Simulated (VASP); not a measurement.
Write the native input for VASP 6.6.1 that does the following.

```
Task                   : single point
Functional             : PBE
Potentials or basis    : VASP PAW PBE potentials, release 64 (W_sv)
Cutoff                 : 500 eV
k mesh                 : 4 × 4 × 4
Occupations            : fermi-dirac, width 0.1 eV
Spin                   : no spin polarisation
Dipole correction      : no
Further INCAR settings : ALGO = Normal; EDIFF = 1e-06; NBANDS = 13
```

The structure of W lies in POSCAR:

```
W
1.0
   -1.5611122431      1.5611122431      1.5611122431
    1.5611122431     -1.5611122431      1.5611122431
    1.5611122431      1.5611122431     -1.5611122431
W
1
Direct
    0.0000000000      0.0000000000      0.0000000000
```

These files were run (other wordings do the same):

INCAR

```
SYSTEM = W
PREC = Accurate ; ENCUT = 500
EDIFF = 1E-6 ; ISMEAR = -1
SIGMA = 0.1 ; LREAL = .False.
LASPH = .True. ; NELM = 120
ALGO = Normal ; ISIF = 2
LWAVE = .False. ; LCHARG = .False.
GGA = PE ; NBANDS = 13
GGA_COMPAT = .False.
```

KPOINTS

```
Automatic mesh
0
Gamma
  4 4 4
  0 0 0
```

Potentials or basis: VASP PAW PBE potentials, release 64 (W_sv).

Command:

```console
$ cat potpaw_PBE.64/W_sv/POTCAR > POTCAR
$ mpirun -np 1 vasp_std > vasp.out
```

Results of the run:

| Quantity | Value |
| --- | --- |
| Pressure | 19.8 GPa |
| Band gap on the k mesh | zero (band 7 reaches 17.60 eV, above the bottom of band 8 at 10.81 eV) |

Caveat: the k points lie up to 0.71 Å⁻¹ apart; spin-orbit coupling is left out, which moves the levels of the heavy elements.

Run time: 3.5 s on 1 thread of Intel(R) Xeon(R) Platinum 8259CL CPU @ 2.50GHz (Skylake/Cascade Lake) (shared host), peak memory 0.12 GiB.
